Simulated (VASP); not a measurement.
LuC: single point with PBEsol

LuC:

```xyz
2
Lattice="2.9381 0.0000 0.0000 0.0000 2.9381 0.0000 0.0000 0.0000 2.9381" Properties=species:S:1:pos:R:3 pbc="T T T"
Lu    0.0000    0.0000    0.0000
C     1.4690    1.4690    1.4690
```

* Program: VASP 6.6.1
* Task: single point
* Functional: PBEsol
* Potentials or basis: VASP PAW PBE potentials, release 64 (Lu, C_h)
* Cutoff: 1300 eV
* k mesh: 10 × 10 × 10
* Occupations: gaussian, width 0.05 eV
* Spin: no spin polarisation

* Pressure: 7.7 GPa
* Band gap on the k mesh: zero (an odd number of electrons rules out a gap without spin polarisation)

Levels at points of the mesh, in eV from the Fermi level:
```tsv
k point	band 11	band 12	band 13	band 14	band 15	band 16	band 17	band 18
(0.00, 0.00, 0.00)	-4.38	-4.27	-0.70	-0.70	1.28	1.28	1.28	6.82
(0.50, 0.00, 0.00)	-4.30	-4.24	-4.24	-0.56	-0.56	0.64	7.91	8.53
(0.50, 0.50, 0.00)	-4.25	-4.23	-2.00	-2.00	0.07	2.02	4.52	4.52
(0.50, 0.50, 0.50)	-4.38	-4.27	-4.27	-4.27	-3.94	9.72	9.72	9.72
```

Wall time 81 s on 1 thread of AMD EPYC 7R13 Processor (Zen 3) (shared host), peak memory 0.29 GiB.

Caveat: the cell stands under pressure; the PAW data sets were made with another functional, which shifts forces and pressure a little; spin-orbit coupling is left out, which moves the levels of the heavy elements; an odd number of electrons without spin polarisation forces a metal; a magnetic or distorted state may lie lower.
